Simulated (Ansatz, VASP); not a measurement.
**Ni: VASP beside Ansatz**

INCAR

```
PREC = Accurate
ENCUT = 520
EDIFF = 1E-6
ISMEAR = 0
SIGMA = 0.15
LREAL = False
LASPH = True
NELM = 150
ALGO = Fast
ISIF = 2
LWAVE = False
LCHARG = False
ISPIN = 2
MAGMOM = 0.81
LORBIT = 11
LMAXMIX = 4
GGA = PE
NBANDS = 15
```

The input KPOINTS:

```
regular mesh
0
Gamma
  22 22 22
```

File POSCAR:

```
Ni
1.0
    0.0000000000      1.7679500000      1.7679500000
    1.7679500000      0.0000000000      1.7679500000
    1.7679500000      1.7679500000      0.0000000000
Ni
1
Direct
    0.0000000000      0.0000000000      0.0000000000
```

Input for Ansatz:

```yaml
crystal:
  lattice:
    - [0.0, 1.76795, 1.76795]
    - [1.76795, 0.0, 1.76795]
    - [1.76795, 1.76795, 0.0]
  atoms:
    - { symbol: Ni, position: [0.0, 0.0, 0.0], spin: 0.81 }
basis:
  ecutwfc: 420
kpoints:
  mp_grid: { grid: [22, 22, 22] }
hamiltonian:
  xc: pbe
scf:
  occupations: { method: gaussian, width: 0.15 }
output:
  forces: true
  stress: true
  eigenvalues: true
  populations: true
  write_density: true
  write_potential: true
  elf: true
  volumetric_format: npy
magnetization:
  spin_polarized: true
```

Alike in both runs: task single point; functional PBE; k mesh 22 × 22 × 22; occupations gaussian, width 0.15 eV; collinear spin.

|  | VASP | Ansatz |
| --- | --- | --- |
| version | VASP 6.6.1 | Ansatz 0.2.0 |
| potentials or method | VASP PAW PBE potentials, release 64 (Ni), cutoff 520 eV | scalar-relativistic, plane waves, PAW |
| valence electrons in the cell | 10 | 18 |

|  | VASP | Ansatz | Ansatz less VASP |
| --- | --- | --- | --- |
| gap on the k mesh at the Fermi level (eV) | none | none | - |
| pressure (GPa) | -2.9 | -2.7 | +0.19 |
| net moment per atom (μB) | 0.64 | 0.65 | +0.011 |
| size of the moment on the site where the two differ most (μB) | 0.65 | 0.69 | +0.037 |

Site moments also hang on the region over which each program counts them. A gap of «none» marks a metal or a gap that the smearing closes. VASP's potentials hold 10 valence electrons a cell and Ansatz's 18, so a difference there can come from the potentials and not from the codes.
